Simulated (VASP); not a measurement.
Crystal: K.

```xyz
2
Lattice="4.7624 0.0000 0.0000 -2.3812 4.1244 0.0000 0.0000 0.0000 7.8300" Properties=species:S:1:pos:R:3 pbc="T T T"
K     0.0000    2.7496    1.9575
K     2.3812    1.3748    5.8725
```

This isn't the form of K at room conditions, which is bcc.

```yaml
Program: VASP 6.6.1
Task: relaxation of cell and atoms
Functional: PBE
Dispersion: D3(BJ)
Potentials_or_basis: VASP PAW PBE potentials, release 64 (K_sv)
Cutoff: 600 eV
k_mesh: 12 × 12 × 6
Occupations: gaussian, width 0.1 eV
Spin: no spin polarisation
```

At the start: pressure -0.4 GPa; volume 76.90 Å³/atom.

Problem. How do energy, volume and symmetry change on relaxing?

Solution. Over 5 steps the energy falls by 9.5 meV/atom and the volume is 69.26 Å³/atom (-9.9 %); space group P6_3/mmc (No. 194, to 0.1 Å) before and after.

Step by step:
```tsv
step	energy change (eV)	largest force (eV/Å)	pressure (GPa)	volume (Å³)
1	0.0000	0.0000	-0.36	153.79
2	-0.0078	0.0000	-0.29	149.95
3	-0.0191	0.0000	-0.02	138.80
4	-0.0191	0.0000	0.04	138.12
5	-0.0191	0.0000	0.00	138.51
```

Final structure:
```
K
1.0
     4.60439    0.00000    0.00000
    -2.30219    3.98752    0.00000
     0.00000    0.00000    7.54418
K
2
Direct
  0.33333 0.66667 0.25000
  0.66667 0.33333 0.75000
```
